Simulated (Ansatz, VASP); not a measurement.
# One calculation of Na, two programs

File INCAR:

```
SYSTEM = Na
PREC     = Accurate       ! precision mode
ENCUT    = 520            ! plane-wave cutoff, eV
EDIFF    = 1E-6           ! SCF threshold, eV
ISMEAR   = -1             ! smearing method
SIGMA    = 0.1            ! smearing width, eV
LREAL    = .FALSE.        ! projectors in reciprocal space
LASPH    = .TRUE.         ! aspherical terms in the spheres
NELM     = 60             ! most SCF steps
ALGO     = Normal         ! electronic algorithm
ISIF     = 2              ! what is computed and relaxed
LWAVE    = .FALSE.        ! write WAVECAR
LCHARG   = .FALSE.        ! write CHGCAR
GGA      = RE             ! functional
NBANDS   = 14             ! bands
```

KPOINTS

```
Automatic mesh
0
G
  11 11 11
  0 0 0
```

The input POSCAR:

```
Na
1.0
   -4.6700568484      4.6789766626      1.9260021033
    4.6789766626     -4.6700568484      1.9260021033
    2.4537993776      2.4537993776     -1.9096654474
Na
2
Direct
    0.0001156605      0.9998843395      1.0000000000
    0.7498843395      0.2501156605      0.5000000000
```

Input for Ansatz:

```yaml
crystal:
  lattice:
    - [-4.6700568484, 4.6789766626, 1.9260021033]
    - [4.6789766626, -4.6700568484, 1.9260021033]
    - [2.4537993776, 2.4537993776, -1.9096654474]
  atoms:
    - { symbol: Na, position: [0.0001156605, 0.9998843395, 1.0] }
    - { symbol: Na, position: [0.7498843395, 0.2501156605, 0.5] }
hamiltonian:
  xc: revpbe
  pseudopotentials:
    kind: paw
    azcp:
      Na: "pseudopotentials/Na.paw.azcp"
basis:
  ecutwfc: 420
  fft_grid_basis: typed
kpoints:
  mp_grid: { grid: [11, 11, 11], shift: [0, 0, 0] }
magnetization:
  spin_polarized: false
scf:
  occupations: { method: fermi_dirac, width: 0.1 }
  lower_state_search: "off"
output:
  stress: true
```

Alike in both runs: task single point; functional revPBE; k mesh 11 × 11 × 11; occupations fermi-dirac, width 0.1 eV; no spin polarisation.

|  | VASP | Ansatz |
| --- | --- | --- |
| version | VASP 6.6.1 | Ansatz 0.2.0 |
| potentials or method | VASP PAW PBE potentials, release 64 (Na_pv), cutoff 520 eV | plane waves (420 eV) with PAW, scalar-relativistic |
| valence electrons in the cell | 14 | 18 |

|  | VASP | Ansatz | Ansatz less VASP |
| --- | --- | --- | --- |
| pressure (GPa) | -0.6 | -0.6 | +0.01 |
| traceless stress, the component that is largest in VASP (GPa) | -0.06 | -0.06 | -0.001 |

VASP's potentials were made for PBE, not for revPBE. With one functional, cell and mesh, what is left measures potentials, basis and numerics. VASP's potentials hold 14 valence electrons a cell and Ansatz's 18, so a difference there can come from the potentials and not from the codes.
